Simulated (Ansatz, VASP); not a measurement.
Ir in VASP and in Ansatz

File INCAR:

```
  PREC = Accurate
  ENCUT = 520
  EDIFF = 1E-6
  ISMEAR = -1
  SIGMA = 0.05
  LREAL = F
  LASPH = T
  NELM = 150
  ALGO = Normal
  ISIF = 2
  LWAVE = F
  LCHARG = F
  ISPIN = 2
  MAGMOM = 1
  LORBIT = 11
  LMAXMIX = 4
  GGA = PS
  NBANDS = 14
```

KPOINTS

```
regular mesh
0
Gamma
  23 23 23
```

File POSCAR:

```
Ir
1.0
    0.0000000000      1.9892675074      1.9892675074
    1.9892675074      0.0000000000      1.9892675074
    1.9892675074      1.9892675074      0.0000000000
Ir
1
Direct
    0.0000000000      0.0000000000      0.0000000000
```

Input for Ansatz:

```yaml
crystal:
  lattice:
    - [0.0, 1.9892675074, 1.9892675074]
    - [1.9892675074, 0.0, 1.9892675074]
    - [1.9892675074, 1.9892675074, 0.0]
  atoms:
    - { symbol: Ir, position: [0.0, 0.0, 0.0], spin: 1.0 }
hamiltonian:
  xc: pbesol
  pseudopotentials:
    kind: paw
    azcp:
      Ir: "pseudopotentials/Ir.paw.azcp"
basis:
  ecutwfc: 420
  fft_grid_basis: typed
kpoints:
  mp_grid: { grid: [23, 23, 23], shift: [0, 0, 0] }
magnetization:
  spin_polarized: true
scf:
  occupations: { method: fermi_dirac, width: 0.05 }
output:
  stress: true
```

Alike in both runs: task single point; functional PBEsol; k mesh 23 × 23 × 23; occupations fermi-dirac, width 0.05 eV; collinear spin.

|  | VASP | Ansatz |
| --- | --- | --- |
| version | VASP 6.6.1 | Ansatz 0.2.0 |
| potentials or method | VASP PAW PBE potentials, release 64 (Ir), cutoff 520 eV | plane waves (420 eV) with PAW, scalar-relativistic |
| valence electrons in the cell | 9 | 17 |

```csv
,VASP,Ansatz,Ansatz less VASP
net moment per atom (μB),0.00,0.00,-0.001
```

VASP's potentials were made for PBE, not for PBEsol, and Ansatz warns of the same on its side. VASP's potentials hold 9 valence electrons a cell and Ansatz's 17, so a difference there can come from the potentials and not from the codes. Ansatz's warnings: seeded moment not kept.

Spin-orbit coupling is off throughout.
